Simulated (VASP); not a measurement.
Wanted: the native input for a VASP 6.6.1 run.

```
Task                   : single point
Functional             : PBE
Potentials or basis    : VASP PAW PBE potentials, release 64 (Be)
Cutoff                 : 520 eV
k mesh                 : 10 × 10 × 14
Occupations            : fermi-dirac, width 0.08 eV
Spin                   : no spin polarisation
Dipole correction      : no
Further INCAR settings : ALGO = Normal; EDIFF = 1e-07; NBANDS = 10
```

The structure of Be lies in POSCAR:

```
Be
1.0
    3.5704024111      0.0000000000      0.0000000000
   -1.7852012055      3.0920591897      0.0000000000
    0.0000000000      0.0000000000      2.1918117984
Be
3
Direct
    0.0000000000      0.0000000000      0.0000000000
    0.3333333333      0.6666666667      0.5000000000
    0.6666666667      0.3333333333      0.5000000000
```

The input as run:

INCAR

```
PREC = Accurate
ENCUT = 520
EDIFF = 1E-7
ISMEAR = -1
SIGMA = 0.08
LREAL = False
LASPH = True
NELM = 60
ALGO = Normal
ISIF = 2
LWAVE = False
LCHARG = False
GGA = PE
NBANDS = 10
```

KPOINTS

```
regular mesh
0
Gamma
  10 10 14
```

Potentials or basis: VASP PAW PBE potentials, release 64 (Be).

Launch:

```console
$ cat potpaw_PBE.64/Be/POTCAR > POTCAR
$ mpirun -np 1 vasp_std > vasp.out
```

Results of the run:

The pressure is 0.1 GPa and the band gap on the k mesh is zero (band 3 reaches 11.23 eV, above the bottom of band 4 at 6.47 eV).

Wall time 28 s on 1 thread of AMD EPYC 7R13, on a shared host, peak memory 0.11 GiB.
